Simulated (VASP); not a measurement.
# Pt3Se2 (P4/mmm) in VASP: a series of runs, part 3 of 3

VASP 6.6.1.

## 4. Relaxation of cell and atoms, PBE

Contents of INCAR:

```
SYSTEM = Pt3Se2
ALGO = Normal ; EDIFF = 1E-6
EDIFFG = -0.01 ; ENCUT = 600
GGA = PE ; IBRION = 2
ISIF = 3 ; ISMEAR = 0
LASPH = .TRUE. ; LCHARG = .FALSE.
LREAL = .FALSE. ; LWAVE = .FALSE.
NELM = 80 ; NSW = 100
PREC = Accurate ; SIGMA = 0.1
```

Contents of KPOINTS:

```
k-points
0
G
  8 8 8
  0 0 0
```

Contents of POSCAR:

```
Pt3Se2
1.0
    4.9020446798      0.0000000000      0.0000000000
    0.0000000000      4.9020446798      0.0000000000
    0.0000000000      0.0000000000      4.7437635558
Pt Se
3 2
Direct
    0.0000000000      0.0000000000      0.5000000000
    0.0000000000      0.5000000000      0.0000000000
    0.5000000000      0.0000000000      0.0000000000
    0.0000000000      0.5000000000      0.5000000000
    0.5000000000      0.0000000000      0.5000000000
```

Potentials or basis: VASP PAW PBE potentials, release 64 (Pt, Se).

The run is started by

```
$ cat potpaw_PBE.64/Pt/POTCAR potpaw_PBE.64/Se/POTCAR > POTCAR
$ mpirun -np 1 vasp_std > vasp.out
```

OUTCAR:

```text
SYSTEM = Pt3Se2
   EDIFF = 1E-6
   EDIFFG = -0.01
   ENCUT = 600
   GGA = PE
   IBRION = 2
   ISIF = 3
   ISMEAR = 0
   LASPH = .TRUE.
   LREAL = .FALSE.
   NELM = 80
   NSW = 100
   PREC = Accurate

 ion  position               nearest neighbor table
   1  0.000  0.000  0.500-   4 2.45   5 2.45   4 2.45   5 2.45   2 3.41   3 3.41   2 3.41   2 3.41
                             2 3.41   3 3.41   3 3.41   3 3.41
   2  0.000  0.500  0.000-   4 2.37   4 2.37   1 3.41   1 3.41   1 3.41   1 3.41   3 3.47   3 3.47
                             3 3.47   3 3.47
   3  0.500  0.000  0.000-   5 2.37   5 2.37   1 3.41   1 3.41   1 3.41   1 3.41   2 3.47   2 3.47
                             2 3.47   2 3.47
   4  0.000  0.500  0.500-   2 2.37   2 2.37   1 2.45   1 2.45
   5  0.500  0.000  0.500-   3 2.37   3 2.37   1 2.45   1 2.45

  LATTYP: Found a simple tetragonal cell.
 ALAT       =     4.9020446798
 C/A-ratio  =     0.9677112033

  Lattice vectors:

 A1 = (   4.9020446798,   0.0000000000,   0.0000000000)
 A2 = (   0.0000000000,   4.9020446798,   0.0000000000)
 A3 = (   0.0000000000,   0.0000000000,   4.7437635558)

Analysis of symmetry for initial positions (statically):
=====================================================================
 Subroutine PRICEL returns:
 Original cell was already a primitive cell.

 Routine SETGRP: Setting up the symmetry group for a
 simple tetragonal supercell.

 Subroutine GETGRP returns: Found 16 space group operations
 (whereof 16 operations were pure point group operations)
 out of a pool of 16 trial point group operations.

The static configuration has the point symmetry D_4h.

Analysis of symmetry for dynamics (positions and initial velocities):
=====================================================================
 Subroutine PRICEL returns:
 Original cell was already a primitive cell.

 Routine SETGRP: Setting up the symmetry group for a
 simple tetragonal supercell.

 Subroutine GETGRP returns: Found 16 space group operations
 (whereof 16 operations were pure point group operations)
 out of a pool of 16 trial point group operations.

The dynamic configuration has the point symmetry D_4h.

 Subroutine INISYM returns: Found 16 space group operations
 (whereof 16 operations are pure point group operations),
 and found     1 'primitive' translations

----------------------------------------------------------------------------------------

                                     Primitive cell

  volume of cell :     113.9928

  direct lattice vectors                    reciprocal lattice vectors
     4.902044680  0.000000000  0.000000000     0.203996509  0.000000000  0.000000000
     0.000000000  4.902044680  0.000000000     0.000000000  0.203996509  0.000000000
     0.000000000  0.000000000  4.743763556     0.000000000  0.000000000  0.210803087

  length of vectors
     4.902044680  4.902044680  4.743763556     0.203996509  0.203996509  0.210803087

  position of ions in fractional coordinates (direct lattice)
     0.000000000  0.000000000  0.500000000
     0.000000000  0.500000000  0.000000000
[... 37 lines left out ...]

 Following reciprocal coordinates:
            Coordinates               Weight
  0.000000  0.000000  0.000000      1.000000
  0.125000  0.000000  0.000000      4.000000
  0.250000  0.000000  0.000000      4.000000
  0.375000  0.000000  0.000000      4.000000
  0.500000  0.000000  0.000000      2.000000
  0.125000  0.125000  0.000000      4.000000
[... 16 lines left out ...]
  0.375000  0.125000  0.125000     16.000000
  0.500000  0.125000  0.125000      8.000000
 [... further k-points ...]
   k-points           NKPTS =     75   k-points in BZ     NKDIM =     75   number of bands    NBANDS=     25
   number of dos      NEDOS =    301   number of ions     NIONS =      5
   total plane-waves  NPLWV =  64000
   dimension x,y,z NGX =    40 NGY =   40 NGZ =   40
   dimension x,y,z NGXF=    80 NGYF=   80 NGZF=   80
   ions per type =               3   2
   NGX,Y,Z   is equivalent  to a cutoff of  13.57, 13.57, 14.02 a.u.
   NGXF,Y,Z  is equivalent  to a cutoff of  27.13, 27.13, 28.04 a.u.
 SYSTEM =  Pt3Se2
   PREC   = accura    normal or accurate (medium, high low for compatibility)
   ISTART =      0    job   : 0-new  1-cont  2-samecut
   ICHARG =      2    charge: 1-file 2-atom 10-const
   ISPIN  =      1    spin polarized calculation?
   LNONCOLLINEAR =      F non collinear calculations
   LSORBIT =      F    spin-orbit coupling
   LASPH  =      T    aspherical Exc in radial PAW
   ENCUT  =  600.0 eV  44.10 Ry    6.64 a.u.   9.79  9.79  9.47*2*pi/ulx,y,z
   NELM   =     80;   NELMIN=  2; NELMDL= -5     # of ELM steps
   EDIFF  = 0.1E-05   stopping-criterion for ELM
   LREAL  =      F    real-space projection
   EDIFFG = -.1E-01   stopping-criterion for IOM
   NSW    =    100    number of steps for IOM
   IBRION =      2    ionic relax: 0-MD 1-quasi-New 2-CG
   NFREE  =      1    steps in history (QN), initial steepest desc. (CG)
   ISIF   =      3    stress and relaxation
   ISYM   =      2    0-nonsym 1-usesym 2-fastsym
   POTIM  = 0.5000    time-step for ionic-motion
   TEBEG  =    0.0;   TEEND  =   0.0 temperature during run
   PSTRESS=    0.0 pullay stress
   NELECT =      42.0000    total number of electrons
   NUPDOWN=      -1.0000    fix difference up-down
   EMIN   =  10.00;   EMAX   =-10.00  energy-range for DOS
   EFERMI =   0.00;   METHOD = LEGACY
   ISMEAR =     0;   SIGMA  =   0.10  broadening in eV -4-tet -1-fermi 0-gaus
   EFERMI_NEDOS =   21; number of points for ismear=-14 and -15
   IALGO  =     38    algorithm
   IMIX   =      4    mixing-type and parameters
     AMIX     =   0.40;   BMIX     =  1.00
     AMIX_MAG =   1.60;   BMIX_MAG =  1.00
  volume/ion in A,a.u.               =      22.80       153.85
  Fermi-wavevector in a.u.,A,eV,Ry     =   1.173632  2.217844 18.740840  1.377413
  Thomas-Fermi vector in A             =   2.310042
   LORBIT       =      0    0 simple, 1 ext, 2 COOP (PROOUT), +10 PAW based schemes
   GGA     = PE    functional components
   LHFCALC =     F    Hartree Fock is set to
   AEXX    =    0.0000 exact exchange contribution
   IVDW    =     0    specifies the selected vdW correction
   LEPSILON=     F    determine dielectric tensor
   LRPA    =     F    only Hartree local field effects (RPA)
 conjugate gradient relaxation of ions
 non-spin polarized calculation
 Gauss-broadening in eV      SIGMA  =   0.10
  energy-cutoff  :      600.00
  volume of cell :      113.99
 maximum number of plane-waves:      3832
 NGX is ok and might be reduce to    40
   NGX = 19   NGY = 19   NGZ = 19

--------------------------------------- Ionic step        1  -------------------------------------------

 number of electron      41.9999999 magnetization

 Free energy of the ion-electron system (eV)
  ---------------------------------------------------
  ext. energy  EPLUGINS =         0.00000000
  ---------------------------------------------------
  free energy    TOTEN  =       -22.55568057 eV

  energy without entropy =      -22.53344910  energy(sigma->0) =      -22.54456483

------------------------ aborting loop because EDIFF is reached ----------------------------------------

  FORCE on cell =-STRESS in cart. coord.  units (eV):
  Direction    XX          YY          ZZ          XY          YZ          ZX
  --------------------------------------------------------------------------------------
  -------------------------------------------------------------------------------------
  Total        0.2211722      0.2211722     -0.5137038      0.0000000      0.0000000      0.0000000
  in kB        3.1085908      3.1085908     -7.2201430      0.0000000      0.0000000      0.0000000
  external PRESSURE =      -0.3343205 kB  Pullay stress =       0.0000000 kB
[... 143 lines left out ...]
--------------------------------------- Ionic step        5  -------------------------------------------

 number of electron      42.0000000 magnetization

 Free energy of the ion-electron system (eV)
  ---------------------------------------------------
  ext. energy  EPLUGINS =         0.00000000
  ---------------------------------------------------
  free energy    TOTEN  =       -22.55702409 eV

  energy without entropy =      -22.53468507  energy(sigma->0) =      -22.54585458

 E-fermi :   4.9074     XC(G=0): -10.2658

 val. band max:        4.8984355355   @ k =   0.5000   0.0000   0.5000
 cond. band min:       4.9146973896   @ k =   0.3750   0.1250   0.3750
 fundamental gap:      0.0162618541
 Fermi energy:         4.9074197728

 k-point     1 :       0.0000    0.0000    0.0000
  band No.  band energies     occupation
      1     -10.1841      2.00000
      2      -9.2047      2.00000
      3       0.3878      2.00000
      4       0.3878      2.00000
      5       0.7261      2.00000
      6       0.8309      2.00000
[... 661 lines left out ...]
     24       6.4251      0.00000
     25       7.0844      0.00000

 [... further k-points ...]
[... 5 lines left out ...]
  --------------------------------------------------------------------------------------
  -------------------------------------------------------------------------------------
  Total        0.0012713      0.0012713     -0.0028727      0.0000000      0.0000000     -0.0000000
  in kB        0.0178233      0.0178233     -0.0402747      0.0000000      0.0000000     -0.0000000
  external PRESSURE =      -0.0015427 kB  Pullay stress =       0.0000000 kB
[... 20 lines left out ...]
  FREE ENERGIE OF THE ION-ELECTRON SYSTEM (eV)
  ---------------------------------------------------
  free  energy   TOTEN  =       -22.5570240923 eV

  energy  without entropy=      -22.5346850722  energy(sigma->0) =      -22.54585458

 reached required accuracy - stopping structural energy minimisation
```

OSZICAR:

```text
N       E                     dE             d eps       ncg     rms          rms(c)
DAV:   1     0.271916849041E+03    0.27192E+03   -0.21581E+04  3750   0.170E+03
DAV:   2    -0.825017941647E+01   -0.28017E+03   -0.27405E+03  4574   0.300E+02
DAV:   3    -0.228939425628E+02   -0.14644E+02   -0.14167E+02  4544   0.647E+01
[... 41 lines left out ...]
DAV:   3    -0.225570456091E+02    0.10304E-03   -0.56325E-04  4011   0.193E-01    0.502E-02
DAV:   4    -0.225570244577E+02    0.21151E-04   -0.13088E-04  4164   0.102E-01    0.261E-02
DAV:   5    -0.225570220411E+02    0.24166E-05   -0.23080E-05  4384   0.381E-02    0.158E-02
DAV:   6    -0.225570238527E+02   -0.18116E-05   -0.22735E-06  3066   0.857E-03    0.321E-03
DAV:   7    -0.225570240923E+02   -0.23966E-06   -0.40959E-07  1885   0.408E-03
   5 F= -.22557024E+02 E0= -.22545855E+02  d E =-.249306E-03
```

CONTCAR:

```text
Pt3Se2
   1.00000000000000
     4.9153872507480330    0.0000000000000000    0.0000000000000000
     0.0000000000000000    4.9153872507480330    0.0000000000000000
     0.0000000000000000    0.0000000000000000    4.7299685813639751
  Pt              Se
     3     2
Direct
     0.0000000000000000    0.0000000000000000    0.5000000000000000
     0.0000000000000000    0.5000000000000000    0.0000000000000000
     0.5000000000000000    0.0000000000000000    0.0000000000000000
     0.0000000000000000    0.5000000000000000    0.5000000000000000
     0.5000000000000000    0.0000000000000000    0.5000000000000000

  0.00000000E+00  0.00000000E+00  0.00000000E+00
  0.00000000E+00  0.00000000E+00  0.00000000E+00
  0.00000000E+00  0.00000000E+00  0.00000000E+00
  0.00000000E+00  0.00000000E+00  0.00000000E+00
  0.00000000E+00  0.00000000E+00  0.00000000E+00
```

It took 8.8 min on 1 thread of AMD EPYC 9R45 (Zen 5), shared host; peak memory 0.37 GiB.

Results:

| Property | Result |
| --- | --- |
| Free energy | -22.5570 eV |
| Relaxed volume | 22.86 Å³/atom |
| Relaxed cell | a = 4.915 Å, b = 4.915 Å, c = 4.730 Å, α = 90.00°, β = 90.00°, γ = 90.00° |
| Space group after relaxing (to 0.05 Å) | P4/mmm (No. 123) |
| Energy gained by relaxing | 0.3 meV/atom |
| Ionic steps | 5 |
| Pressure after relaxing | 0.0 GPa |
| Band gap on the k mesh | zero (band 21 reaches 5.62 eV, above the bottom of band 22 at 3.91 eV) |

The path:
| step | energy change (eV) | largest force (eV/Å) | pressure (GPa) | volume (Å³) |
| --- | --- | --- | --- | --- |
| 1 | 0.0000 | 0.0000 | -0.03 | 113.99 |
| 2 | -0.0007 | 0.0000 | 0.40 | 113.91 |
| 3 | -0.0011 | 0.0000 | 0.23 | 113.94 |
| 4 | -0.0013 | 0.0000 | -0.09 | 114.43 |
| 5 | -0.0013 | 0.0000 | 0.00 | 114.28 |

Final structure:
```cif
data_structure
_symmetry_space_group_name_H-M 'P 1'
_symmetry_Int_Tables_number 1
_cell_length_a 4.9154
_cell_length_b 4.9154
_cell_length_c 4.7300
_cell_angle_alpha 90.000
_cell_angle_beta 90.000
_cell_angle_gamma 90.000
_cell_volume 114.28
loop_
_atom_site_label
_atom_site_type_symbol
_atom_site_fract_x
_atom_site_fract_y
_atom_site_fract_z
_atom_site_occupancy
Pt1 Pt 0.00000 0.00000 0.50000 1
Pt2 Pt 0.00000 0.50000 0.00000 1
Pt3 Pt 0.50000 0.00000 0.00000 1
Se1 Se 0.00000 0.50000 0.50000 1
Se2 Se 0.50000 0.00000 0.50000 1
```

Caveat: spin-orbit coupling is left out, which moves the levels of the heavy elements.

## 5. Summary

| task | cell | k mesh | cutoff (eV) | gap on the mesh (eV) | pressure (GPa) | relaxed volume (Å³/atom) |
| --- | --- | --- | --- | --- | --- | --- |
| single point | a = 4.916, b = 4.916, c = 4.725 Å, 5 atoms | 8 × 8 × 8 | 520 | none | 0.1 | - |
| relaxation of cell and atoms | relaxed from a = 4.538, b = 4.538, c = 5.603 Å, 5 atoms | 4 × 4 × 4 | 600 | none | 0.0 | 22.85 |
| relaxation of cell and atoms | relaxed from a = 4.902, b = 4.902, c = 4.744 Å, 5 atoms | 8 × 8 × 8 | 600 | none | 0.0 | 22.86 |

Alike in all rows: level PBE; potentials or basis VASP PAW PBE potentials, release 64 (Pt, Se); no spin polarisation; smearing gaussian 0.1 eV.

Caveats: spin-orbit coupling is left out, which moves the levels of the heavy elements.

Total energies depend on the potentials used, so only differences within one code and one set of settings carry meaning.
